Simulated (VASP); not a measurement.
Set up this calculation in VASP 6.6.1, as the native input.

```
Task                    : density of states
Functional              : PBE
Potentials or basis     : VASP PAW PBE potentials, release 64 (Na_pv)
Cutoff                  : 520 eV
k mesh                  : 9 × 9 × 9
Occupations             : fermi-dirac, width 0.05 eV
Spin                    : no spin polarisation
Dipole correction       : no
k mesh for the DOS      : 14 × 14 × 14
Occupations for the DOS : tetrahedron
Further INCAR settings  : ALGO = Normal; EDIFF = 1e-06
```

Na:

```
CELL_PARAMETERS angstrom
0.00000 3.56943 3.56943
3.56943 0.00000 3.56943
3.56943 3.56943 0.00000
ATOMIC_POSITIONS crystal
Na 0.87500 0.87500 0.87500
Na 0.12500 0.12500 0.12500
```

This cell differs from its parent crystal: volume scaled by 0.84.

One way to write it, as run:

POSCAR

```
Na
1.0
    0.0000000000      3.5694271169      3.5694271169
    3.5694271169      0.0000000000      3.5694271169
    3.5694271169      3.5694271169      0.0000000000
Na
2
Direct
   -0.1250000000     -0.1250000000     -0.1250000000
    0.1250000000      0.1250000000      0.1250000000
```

INCAR.step1

```
PREC = Accurate ; ENCUT = 520
EDIFF = 1E-6 ; ISMEAR = -1
SIGMA = 0.05 ; LREAL = False
LASPH = True ; NELM = 80
ALGO = Normal ; ISIF = 2
LWAVE = False ; LCHARG = True
GGA = PE ; NBANDS = 14
```

KPOINTS.step1

```
regular mesh
0
Gamma
  9 9 9
```

INCAR.step2

```
PREC = Accurate ; ENCUT = 520
EDIFF = 1E-6 ; ISMEAR = -5
SIGMA = 0.05 ; LREAL = False
LASPH = True ; NELM = 80
ALGO = Normal ; ISIF = 2
LWAVE = False ; LCHARG = False
GGA = PE ; LORBIT = 10
NEDOS = 2001 ; ICHARG = 11
```

KPOINTS.step2

```
regular mesh
0
Gamma
  14 14 14
```

Potentials or basis: VASP PAW PBE potentials, release 64 (Na_pv).

The run is started by

```console
$ cat potpaw_PBE.64/Na_pv/POTCAR > POTCAR
$ cp INCAR.step1 INCAR
$ cp KPOINTS.step1 KPOINTS
$ mpirun -np 1 vasp_std > vasp.out
$ cp INCAR.step2 INCAR
$ cp KPOINTS.step2 KPOINTS
$ mpirun -np 1 vasp_std > vasp.out
```

It gave:

```yaml
Valence_electrons_inside_the_program's_atomic_spheres: Na 6.08
```

It took 49 s on 1 thread of Intel(R) Xeon(R) Platinum 8488C (Sapphire Rapids), with other jobs on the host, peak memory 0.26 GiB.
